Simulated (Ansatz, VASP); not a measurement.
**One calculation of C, two programs**

File INCAR:

```
SYSTEM = C
PREC     = Accurate       ! precision mode
ENCUT    = 600            ! plane-wave cutoff, eV
EDIFF    = 1E-7           ! SCF threshold, eV
ISMEAR   = 0              ! smearing method
SIGMA    = 0.1            ! smearing width, eV
LREAL    = .FALSE.        ! projectors in reciprocal space
LASPH    = .TRUE.         ! aspherical terms in the spheres
NELM     = 120            ! most SCF steps
ALGO     = Normal         ! electronic algorithm
ISIF     = 3              ! what is computed and relaxed
LWAVE    = .FALSE.        ! write WAVECAR
LCHARG   = .FALSE.        ! write CHGCAR
GGA      = PS             ! functional
IBRION   = 2              ! ionic algorithm
NSW      = 90             ! ionic steps
EDIFFG   = -0.04          ! ionic threshold
GGA_COMPAT= .FALSE.      
NELMIN   = 4
```

KPOINTS

```
Automatic mesh
0
G
  8 8 8
  0 0 0
```

Contents of POSCAR:

```
C
1.0
    2.2520393339      0.0000000000      0.0000000000
    0.0000000000      2.2520393339      0.0000000000
    0.0000000000      0.0000000000      2.2520393339
C
1
Direct
    0.0000000000      0.0000000000      0.0000000000
```

Input for Ansatz:

```yaml
crystal:
  lattice:
    - [2.2520393339, 0.0, 0.0]
    - [0.0, 2.2520393339, 0.0]
    - [0.0, 0.0, 2.2520393339]
  atoms:
    - { symbol: C, position: [0.0, 0.0, 0.0] }
basis:
  ecutwfc: 420
kpoints:
  mp_grid: { grid: [8, 8, 8] }
hamiltonian:
  xc: pbesol
scf:
  occupations: { method: gaussian, width: 0.1 }
  lower_state_search: "off"
output:
  forces: true
  stress: true
  eigenvalues: true
relax:
  adjacent_minimum: "off"
  f_tol: 0.04
  max_steps: 70
  cell: { stress_tol: 0.4 }
```

Alike in both runs: task relaxation of cell and atoms; functional PBEsol; k mesh 8 × 8 × 8; occupations gaussian, width 0.1 eV; no spin polarisation.

```csv
,VASP,Ansatz
version,VASP 6.6.1,Ansatz 0.2.0
potentials or method,"VASP PAW PBE potentials, release 64 (C), cutoff 600 eV","scalar-relativistic, plane waves, PAW"
valence electrons in the cell,4,4
```

```tsv
	VASP	Ansatz	Ansatz less VASP
gap on the k mesh at the Fermi level, each at its own relaxed structure (eV)	none	none	-
relaxed volume (Å³/atom)	5.30	5.29	-0.005
relaxed length of the cell vector where the two differ most in proportion (Å)	1.743	1.743	-0.0006
```

VASP's potentials were made for PBE, not for PBEsol. A gap of «none» marks a metal or a gap that the smearing closes.

Noted on VASP's run: the volume moved by over 15 % at a fixed basis, so the end points are rough.
